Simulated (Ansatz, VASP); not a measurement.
# One calculation of Si3N4, two programs

INCAR

```
PREC     = Accurate       # precision mode
ENCUT    = 520            # plane-wave cutoff, eV
EDIFF    = 1E-7           # SCF threshold, eV
ISMEAR   = -1             # smearing method
SIGMA    = 0.05           # smearing width, eV
LREAL    = F              # projectors in reciprocal space
LASPH    = T              # aspherical terms in the spheres
NELM     = 60             # most SCF steps
ALGO     = Normal         # electronic algorithm
ISIF     = 2              # what is computed and relaxed
LWAVE    = F              # write WAVECAR
LCHARG   = F              # write CHGCAR
GGA      = PE             # functional
NBANDS   = 25             # bands
```

Contents of KPOINTS:

```
Automatic mesh
0
Gamma
  5 5 6
```

Contents of POSCAR:

```
Si3N4
1.0
    4.2133956000      0.0000000000      0.0000000000
    0.0000000000      4.2133956000      0.0000000000
    0.0000000000      0.0000000000      4.1307800000
Si N
3 4
Direct
    0.0000000000      0.0000000000      0.5000000000
    0.5000000000      0.0000000000      0.0000000000
    0.0000000000      0.5000000000      0.0000000000
    0.2395200000      0.2395200000      0.7604800000
    0.7604800000      0.7604800000      0.7604800000
    0.2395200000      0.7604800000      0.2395200000
    0.7604800000      0.2395200000      0.2395200000
```

Contents of input.yaml:

```yaml
crystal:
  lattice:
    - [4.2133956, 0.0, 0.0]
    - [0.0, 4.2133956, 0.0]
    - [0.0, 0.0, 4.13078]
  atoms:
    - { symbol: Si, position: [0.0, 0.0, 0.5] }
    - { symbol: Si, position: [0.5, 0.0, 0.0] }
    - { symbol: Si, position: [0.0, 0.5, 0.0] }
    - { symbol: "N", position: [0.23952, 0.23952, 0.76048] }
    - { symbol: "N", position: [0.76048, 0.76048, 0.76048] }
    - { symbol: "N", position: [0.23952, 0.76048, 0.23952] }
    - { symbol: "N", position: [0.76048, 0.23952, 0.23952] }
hamiltonian:
  xc: pbe
  pseudopotentials: { kind: paw }
kpoints:
  mp_grid: { grid: [5, 5, 6] }
  band_path:
    path:
      - [[0.0, 0.0, 0.0], [0.0, 0.5, 0.0], [0.5, 0.5, 0.0], [0.0, 0.0, 0.0], [0.0, 0.0, 0.5], [0.0, 0.5, 0.5], [0.5, 0.5, 0.5], [0.0, 0.0, 0.5]]
      - [[0.0, 0.5, 0.0], [0.0, 0.5, 0.5]]
      - [[0.5, 0.5, 0.0], [0.5, 0.5, 0.5]]
    npoints: 10
scf:
  occupations: { method: fermi_dirac, width: 0.05 }
  n_extra_bands: 17
output:
  forces: true
  stress: true
  eigenvalues: true
  fatbands: false
```

Alike in both runs: functional PBE; k mesh 5 × 5 × 6; occupations fermi-dirac, width 0.05 eV; no spin polarisation.

|  | VASP | Ansatz |
| --- | --- | --- |
| version | VASP 6.6.1 | Ansatz 0.2.0 |
| potentials or method | VASP PAW PBE potentials, release 64 (Si, N) | Ansatz PAW |
| plane-wave cutoff (eV) | 520 | 420 |
| valence electrons in the cell | 32 | 32 |
| task | single point | band structure |

```csv
,VASP,Ansatz,Ansatz less VASP
gap on the k mesh at the Fermi level (eV),2.58,2.59,+0.010
least direct gap on the mesh (eV),2.75,2.76,+0.010
pressure (GPa),-9.0,-8.7,+0.21
"traceless stress, the component that is largest in VASP (GPa)",2.13,2.12,-0.007
rms of the force components (eV/Å),0.149,0.142,-0.0065
```

Atom by atom the forces differ by 0.007 eV/Å (rms over components). With one functional, cell and mesh, what is left measures potentials, basis and numerics.

Noted on Ansatz's run: the k mesh misses the band edges, so the gap on the mesh is wider than the one along the path.
